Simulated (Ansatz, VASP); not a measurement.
One calculation of HfO2, two programs

The input INCAR:

```
SYSTEM = HfO2
PREC     = Accurate       ! precision mode
ENCUT    = 600            ! plane-wave cutoff, eV
EDIFF    = 1E-6           ! SCF threshold, eV
ISMEAR   = 0              ! smearing method
SIGMA    = 0.02           ! smearing width, eV
LREAL    = .False.        ! projectors in reciprocal space
LASPH    = .True.         ! aspherical terms in the spheres
NELM     = 120            ! most SCF steps
ALGO     = Normal         ! electronic algorithm
ISIF     = 2              ! what is computed and relaxed
LWAVE    = .False.        ! write WAVECAR
LCHARG   = .True.         ! write CHGCAR
GGA      = PE             ! functional
LELF     = .True.         ! ELF
LVHAR    = .True.       
NBANDS   = 18             ! bands
GGA_COMPAT= .False.
```

Contents of KPOINTS:

```
regular mesh
0
Gamma
  6 6 6
  0 0 0
```

File POSCAR:

```
HfO2
1.0
    0.0000000000      2.5575000000      2.5575000000
    2.5575000000      0.0000000000      2.5575000000
    2.5575000000      2.5575000000      0.0000000000
Hf O
1 2
Direct
    0.0000000000      0.0000000000      0.0000000000
    0.2500000000      0.2500000000      0.2500000000
    0.7500000000      0.7500000000      0.7500000000
```

Input for Ansatz:

```yaml
crystal:
  lattice:
    - [0.0, 2.5575, 2.5575]
    - [2.5575, 0.0, 2.5575]
    - [2.5575, 2.5575, 0.0]
  atoms:
    - { symbol: Hf, position: [0.0, 0.0, 0.0] }
    - { symbol: O, position: [0.25, 0.25, 0.25] }
    - { symbol: O, position: [0.75, 0.75, 0.75] }
basis:
  ecutwfc: 420
kpoints:
  mp_grid: { grid: [6, 6, 6] }
hamiltonian:
  xc: pbe
scf:
  occupations: { method: gaussian, width: 0.02 }
output:
  forces: true
  stress: true
  eigenvalues: true
```

Alike in both runs: task single point; functional PBE; k mesh 6 × 6 × 6; occupations gaussian, width 0.02 eV; no spin polarisation.

|  | VASP | Ansatz |
| --- | --- | --- |
| version | VASP 6.6.1 | Ansatz 0.2.0 |
| potentials or method | VASP PAW PBE potentials, release 64 (Hf_pv, O), cutoff 600 eV | scalar-relativistic, plane waves, PAW |
| valence electrons in the cell | 22 | 38 |

Ansatz gave:

```
gap on the k mesh at the Fermi level (eV) : 3.72
least direct gap on the mesh (eV)         : 3.72
pressure (GPa)                            : -2.5
```

Task: What did VASP give for the same quantities?

Result: gap on the k mesh at the Fermi level (eV): 3.73; least direct gap on the mesh (eV): 3.73; pressure (GPa): -6.2.

VASP's potentials hold 22 valence electrons a cell and Ansatz's 38, so a difference there can come from the potentials and not from the codes.

Spin-orbit coupling is off throughout.
